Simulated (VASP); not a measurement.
# GeSb2Te4 (R3m) in VASP: single point with PBE

Aim: the single point of GeSb2Te4 with PBE.

All numbers are computed with VASP 6.6.1; they aren't measurements. Logs are shortened: lines on timing, memory, paths and dates and some standing lists are left out, and cuts for length are marked.

## (1) The cell of the first run

Symmetry: R3m, No. 160, trigonal system. Conventional cell: a = 4.298 Å, b = 4.298 Å, c = 48.391 Å, α = 90.00°, β = 90.00°, γ = 120.00°. Ge (site symmetry 3m) has 3 Te at 2.85 Å within 3.8 Å. Within 4.0 Å of Sb (site symmetry 3m) lie 6 Te at 3.01 to 3.22 Å. Sb (site symmetry 3m) has 6 Te at 3.03 to 3.17 Å within 4.0 Å. Within 4.0 Å of Te (site symmetry 3m) lie 3 Ge at 2.85 Å and 3 Te at 3.92 Å. Te (site symmetry 3m) has 3 Sb at 3.01 Å and 3 Te at 3.92 Å within 4.0 Å. Te (site symmetry 3m) has 6 Sb at 3.17 to 3.22 Å and 12 Te at 4.30 to 4.50 Å within 4.6 Å. Te (site symmetry 3m) has 3 Sb at 3.03 Å within 4.0 Å.

## (2) Single point, PBE (the distance across one plane changed)

Contents of INCAR:

```
PREC = Accurate
ENCUT = 520
EDIFF = 1E-7
ISMEAR = 0
SIGMA = 0.03
LREAL = F
LASPH = T
NELM = 60
ALGO = Normal
ISIF = 2
LWAVE = F
LCHARG = F
GGA = PE
NBANDS = 33
ISYM = 0
```

Contents of KPOINTS:

```
regular mesh
0
Gamma
  9 9 3
```

Contents of POSCAR:

```
GeSb2Te4
1.0
   -4.2977010893      0.0000000000      0.0000000000
   -2.1488505447     -3.7219183212      0.0000000000
    2.1488505447      1.2406394404     16.1302728042
Ge Sb Te
1 2 4
Direct
    0.5331504958      0.5331504958      0.8078014873
    0.4058419517      0.4058419517      0.4258758552
    0.9893791471      0.9893791471      0.1764874413
    0.8373625960      0.8373625960      0.7204377880
    0.1078530531      0.1078530531      0.5319091593
    0.6968446092      0.6968446092      0.2988838275
    0.2866289984      0.2866289984      0.0682369951
```

Potentials or basis: VASP PAW PBE potentials, release 64 (Ge_d, Sb, Te).

Run with:

```bash
$ cat potpaw_PBE.64/Ge_d/POTCAR potpaw_PBE.64/Sb/POTCAR potpaw_PBE.64/Te/POTCAR > POTCAR
$ mpirun -np 1 vasp_std > vasp.out
```

OUTCAR:

```text
PREC = Accurate
   ENCUT = 520
   EDIFF = 1E-7
   ISMEAR = 0
   LREAL = F
   LASPH = T
   NELM = 60
   ISIF = 2
   GGA = PE
   ISYM = 0

 ion  position               nearest neighbor table
   1  0.533  0.533  0.808-   4 2.85   4 2.85   4 2.85
   2  0.406  0.406  0.426-   5 3.01   5 3.01   5 3.01   6 3.22   6 3.22   6 3.22
   3  0.989  0.989  0.176-   7 3.03   7 3.03   7 3.03   6 3.17   6 3.17   6 3.17
   4  0.837  0.837  0.720-   1 2.85   1 2.85   1 2.85
   5  0.108  0.108  0.532-   2 3.01   2 3.01   2 3.01
   6  0.697  0.697  0.299-   3 3.17   3 3.17   3 3.17   2 3.22   2 3.22   2 3.22
   7  0.287  0.287  0.068-   3 3.03   3 3.03   3 3.03

IMPORTANT INFORMATION: All symmetrisations will be switched off!
NOSYMM: (Re-)initialisation of all symmetry stuff for point group C_1.

----------------------------------------------------------------------------------------

                                     Primitive cell

  volume of cell :     258.0149

  direct lattice vectors                    reciprocal lattice vectors
    -4.297701089  0.000000000  0.000000000    -0.232682539  0.134339326  0.020665077
    -2.148850545 -3.721918321  0.000000000     0.000000000 -0.268678653  0.020665077
     2.148850545  1.240639440 16.130272804     0.000000000  0.000000000  0.061995232

  length of vectors
     4.297701089  4.297701089 16.320001398     0.269472195  0.269472195  0.061995232

  position of ions in fractional coordinates (direct lattice)
     0.533150496  0.533150496  0.807801487
     0.405841952  0.405841952  0.425875855
     0.989379147  0.989379147  0.176487441
     0.837362596  0.837362596  0.720437788
     0.107853053  0.107853053  0.531909159
     0.696844609  0.696844609  0.298883827
     0.286628998  0.286628998  0.068236995

  ion indices of the primitive-cell ions
   primitive index   ion index
                 1           1
                 2           2
                 3           3
                 4           4
                 5           5
                 6           6
                 7           7

----------------------------------------------------------------------------------------

 KPOINTS: regular mesh

Automatic generation of k-mesh.
 Grid dimensions read from file:
 generate k-points for:    9    9    3

 Generating k-lattice:

  Cartesian coordinates                     Fractional coordinates (reciprocal lattice)
    -0.025853615  0.014926592  0.002296120     0.111111111 -0.000000000  0.000000000
     0.000000000 -0.029853184  0.002296120     0.000000000  0.111111111  0.000000000
     0.000000000  0.000000000  0.020665077     0.000000000  0.000000000  0.333333333

  Length of vectors
     0.029941355  0.029941355  0.020665077

  Shift w.r.t. Gamma in fractional coordinates (k-lattice)
     0.000000000  0.000000000  0.000000000

 -----------------------------------------------------------------------------
|                                                                             |
|           W    W    AA    RRRRR   N    N  II  N    N   GGGG   !!!           |
|           W    W   A  A   R    R  NN   N  II  NN   N  G    G  !!!           |
|           W    W  A    A  R    R  N N  N  II  N N  N  G       !!!           |
|           W WW W  AAAAAA  RRRRR   N  N N  II  N  N N  G  GGG   !            |
|           WW  WW  A    A  R   R   N   NN  II  N   NN  G    G                |
|           W    W  A    A  R    R  N    N  II  N    N   GGGG   !!!           |
|                                                                             |
|     Your reciprocal lattice and k-lattice belong to different lattice       |
|     classes:                                                                |
|                                                                             |
|        The reciprocal lattice is rhombohedral (trigonal),                   |
|        whereas your k-lattice is base-centered monoclinic.                  |
|                                                                             |
|     Results are often still useful ...                                      |
|                                                                             |
 -----------------------------------------------------------------------------

 WARNING: IBZKPT: internal override: KBLOWUP is changed to .FALSE.
      ... skipping the blow-up phase ...

 Subroutine IBZKPT returns following result:
 ===========================================

 Found    122 irreducible k-points:

 Following reciprocal coordinates:
            Coordinates               Weight
  0.000000  0.000000  0.000000      1.000000
  0.111111  0.000000  0.000000      2.000000
  0.222222  0.000000  0.000000      2.000000
  0.333333  0.000000  0.000000      2.000000
  0.444444  0.000000  0.000000      2.000000
  0.000000  0.111111 -0.000000      2.000000
[... 16 lines left out ...]
 -0.111111  0.222222 -0.000000      2.000000
  0.000000  0.333333  0.000000      2.000000
 [... further k-points ...]
   k-points           NKPTS =    122   k-points in BZ     NKDIM =    122   number of bands    NBANDS=     33
   number of dos      NEDOS =    301   number of ions     NIONS =      7
   total plane-waves  NPLWV = 129024
   dimension x,y,z NGX =    32 NGY =   32 NGZ =  126
   dimension x,y,z NGXF=    64 NGYF=   64 NGZF=  252
   ions per type =               1   2   4
   NGX,Y,Z   is equivalent  to a cutoff of  12.38, 12.38, 12.84 a.u.
   NGXF,Y,Z  is equivalent  to a cutoff of  24.76, 24.76, 25.67 a.u.
 SYSTEM =  unknown system
   PREC   = accura    normal or accurate (medium, high low for compatibility)
   ISTART =      0    job   : 0-new  1-cont  2-samecut
   ICHARG =      2    charge: 1-file 2-atom 10-const
   ISPIN  =      1    spin polarized calculation?
   LNONCOLLINEAR =      F non collinear calculations
   LSORBIT =      F    spin-orbit coupling
   LASPH  =      T    aspherical Exc in radial PAW
   ENCUT  =  520.0 eV  38.22 Ry    6.18 a.u.   7.99  7.99 30.34*2*pi/ulx,y,z
   NELM   =     60;   NELMIN=  2; NELMDL= -5     # of ELM steps
   EDIFF  = 0.1E-06   stopping-criterion for ELM
   LREAL  =      F    real-space projection
   EDIFFG = 0.1E-05   stopping-criterion for IOM
   NSW    =      0    number of steps for IOM
   IBRION =     -1    ionic relax: 0-MD 1-quasi-New 2-CG
   NFREE  =      0    steps in history (QN), initial steepest desc. (CG)
   ISIF   =      2    stress and relaxation
   ISYM   =      0    0-nonsym 1-usesym 2-fastsym
   POTIM  = 0.5000    time-step for ionic-motion
   TEBEG  =    0.0;   TEEND  =   0.0 temperature during run
   PSTRESS=    0.0 pullay stress
   NELECT =      48.0000    total number of electrons
   NUPDOWN=      -1.0000    fix difference up-down
   EMIN   =  10.00;   EMAX   =-10.00  energy-range for DOS
   EFERMI =   0.00;   METHOD = LEGACY
   ISMEAR =     0;   SIGMA  =   0.03  broadening in eV -4-tet -1-fermi 0-gaus
   EFERMI_NEDOS =   21; number of points for ismear=-14 and -15
   IALGO  =     38    algorithm
   IMIX   =      4    mixing-type and parameters
     AMIX     =   0.40;   BMIX     =  1.00
     AMIX_MAG =   1.60;   BMIX_MAG =  1.00
  volume/ion in A,a.u.               =      36.86       248.74
  Fermi-wavevector in a.u.,A,eV,Ry     =   0.934560  1.766062 11.883350  0.873402
  Thomas-Fermi vector in A             =   2.061377
   LORBIT       =      0    0 simple, 1 ext, 2 COOP (PROOUT), +10 PAW based schemes
   GGA     = PE    functional components
   LHFCALC =     F    Hartree Fock is set to
   AEXX    =    0.0000 exact exchange contribution
   IVDW    =     0    specifies the selected vdW correction
   LEPSILON=     F    determine dielectric tensor
   LRPA    =     F    only Hartree local field effects (RPA)
 non-spin polarized calculation
 Gauss-broadening in eV      SIGMA  =   0.03
  energy-cutoff  :      520.00
  volume of cell :      258.01
 maximum number of plane-waves:      6974
   NGX = 15   NGY = 15   NGZ = 61

 number of electron      48.0000002 magnetization

 Free energy of the ion-electron system (eV)
  ---------------------------------------------------
  ext. energy  EPLUGINS =         0.00000000
  ---------------------------------------------------
  free energy    TOTEN  =       -25.85575796 eV

  energy without entropy =      -25.85575796  energy(sigma->0) =      -25.85575796

 E-fermi :   4.7311     XC(G=0):  -8.4293

 val. band max:        4.5416163457   @ k =   0.0000   0.0000   0.3333
 cond. band min:       4.9024685451   @ k =   0.0000   0.0000   0.0000
 fundamental gap:      0.3608521994
 Fermi energy:         4.7311087191

 k-point     1 :       0.0000    0.0000    0.0000
  band No.  band energies     occupation
      1     -20.3658      2.00000
      2     -20.3658      2.00000
      3     -20.3536      2.00000
      4     -20.3536      2.00000
      5     -20.3490      2.00000
      6      -8.3211      2.00000
[... 25 lines left out ...]
     32       6.5595      0.00000
     33       6.5596      0.00000

 k-point     2 :       0.1111    0.0000    0.0000
  band No.  band energies     occupation
      1     -20.3659      2.00000
      2     -20.3655      2.00000
      3     -20.3537      2.00000
      4     -20.3536      2.00000
      5     -20.3488      2.00000
      6      -8.2126      2.00000
[... 25 lines left out ...]
     32       6.7604      0.00000
     33       6.9511      0.00000

 k-point     3 :       0.2222    0.0000    0.0000
  band No.  band energies     occupation
      1     -20.3663      2.00000
      2     -20.3649      2.00000
      3     -20.3541      2.00000
      4     -20.3536      2.00000
      5     -20.3484      2.00000
      6      -7.8951      2.00000
[... 25 lines left out ...]
     32       7.2086      0.00000
     33       7.6278      0.00000

 k-point     4 :       0.3333    0.0000    0.0000
  band No.  band energies     occupation
      1     -20.3668      2.00000
      2     -20.3641      2.00000
      3     -20.3545      2.00000
      4     -20.3537      2.00000
      5     -20.3479      2.00000
      6      -7.4008      2.00000
[... 25 lines left out ...]
     32       7.6240      0.00000
     33       7.9137      0.00000

 k-point     5 :       0.4444    0.0000    0.0000
  band No.  band energies     occupation
      1     -20.3671      2.00000
      2     -20.3637      2.00000
      3     -20.3547      2.00000
      4     -20.3537      2.00000
      5     -20.3476      2.00000
      6      -6.8332      2.00000
[... 604 lines left out ...]
 k-point    22 :      -0.2222    0.2222   -0.0000
  band No.  band energies     occupation
      1     -20.3666      2.00000
      2     -20.3642      2.00000
      3     -20.3544      2.00000
      4     -20.3538      2.00000
      5     -20.3477      2.00000
      6      -7.1241      2.00000
[... 25 lines left out ...]
     32       8.0337      0.00000
     33       8.2382      0.00000

 k-point    23 :      -0.1111    0.2222   -0.0000
  band No.  band energies     occupation
      1     -20.3665      2.00000
      2     -20.3645      2.00000
      3     -20.3543      2.00000
      4     -20.3537      2.00000
      5     -20.3481      2.00000
      6      -7.5913      2.00000
[... 25 lines left out ...]
     32       7.6207      0.00000
     33       8.0258      0.00000

 k-point    24 :       0.0000    0.3333    0.0000
  band No.  band energies     occupation
      1     -20.3668      2.00000
      2     -20.3641      2.00000
      3     -20.3545      2.00000
      4     -20.3537      2.00000
      5     -20.3479      2.00000
      6      -7.4008      2.00000
[... 25 lines left out ...]
     32       7.6240      0.00000
     33       7.9137      0.00000

 [... further k-points ...]

------------------------ aborting loop because EDIFF is reached ----------------------------------------

  FORCE on cell =-STRESS in cart. coord.  units (eV):
  Direction    XX          YY          ZZ          XY          YZ          ZX
  --------------------------------------------------------------------------------------
  -------------------------------------------------------------------------------------
  Total       -1.0031066     -1.0028073     -0.4233619     -0.0002569     -0.0000039     -0.0000050
  in kB       -6.2289226     -6.2270636     -2.6289216     -0.0015954     -0.0000242     -0.0000308
  external PRESSURE =      -5.0283026 kB  Pullay stress =       0.0000000 kB

 VOLUME and BASIS-vectors are now :
 -----------------------------------------------------------------------------
  energy-cutoff  :      520.00
  volume of cell :      258.01
      direct lattice vectors                 reciprocal lattice vectors
    -4.297701089  0.000000000  0.000000000    -0.232682539  0.134339326  0.020665077
    -2.148850545 -3.721918321  0.000000000     0.000000000 -0.268678653  0.020665077
     2.148850545  1.240639440 16.130272804     0.000000000  0.000000000  0.061995232

 POSITION                                       TOTAL-FORCE (eV/Angst)
 -----------------------------------------------------------------------------------
     -1.70114     -0.98215     13.03006         0.000674      0.000389      0.156354
     -1.70114     -0.98215      6.86949        -0.000105     -0.000061     -0.130655
     -5.99884     -3.46343      2.84679        -0.000098     -0.000056     -0.222848
     -3.84999     -2.22279     11.62086        -0.000110     -0.000063     -0.064021
      0.44771      0.25849      8.57984        -0.000156     -0.000090     -0.005372
     -3.84999     -2.22279      4.82108        -0.000093     -0.000054      0.124334
     -1.70114     -0.98215      1.10068        -0.000112     -0.000065      0.142209
 -----------------------------------------------------------------------------------
    total drift:                                0.000742      0.000428     -0.000690

  FREE ENERGIE OF THE ION-ELECTRON SYSTEM (eV)
  ---------------------------------------------------
  free  energy   TOTEN  =       -25.8557579645 eV

  energy  without entropy=      -25.8557579645  energy(sigma->0) =      -25.85575796
```

Wall time 45 min (1 thread of Oxide Virtual Turin-like, shared host); peak memory 1 GiB.

What came out:

```
Free energy            : -25.8558 eV
Pressure               : -0.5 GPa
Largest force          : 0.223 eV/Å
Band gap on the k mesh : 0.36 eV (least direct gap 0.38 eV)
```

Forces in eV/Å, atoms in the order of the input:
```
Ge   0.001  0.000  0.156
Sb   0.000  0.000 -0.131
Sb   0.000  0.000 -0.223
Te   0.000  0.000 -0.064
Te   0.000  0.000 -0.005
Te   0.000  0.000  0.124
Te   0.000  0.000  0.142
```

Stress tensor (GPa, compression positive):
```
-0.62  0.00  0.00
 0.00 -0.62  0.00
 0.00  0.00 -0.26
```

Levels at points of the mesh, in eV from the valence-band top:
```tsv
k point	band 21	band 22	band 23	band 24	band 25	band 26	band 27	band 28
(0.00, 0.00, 0.00)	-1.02	-1.02	-0.94	-0.04	0.36	0.63	0.73	0.73
```

Caveat: the cell differs from its parent crystal (the distance across one plane changed); spin-orbit coupling is left out, which moves the levels of the heavy elements. A k mesh can miss the band edges.
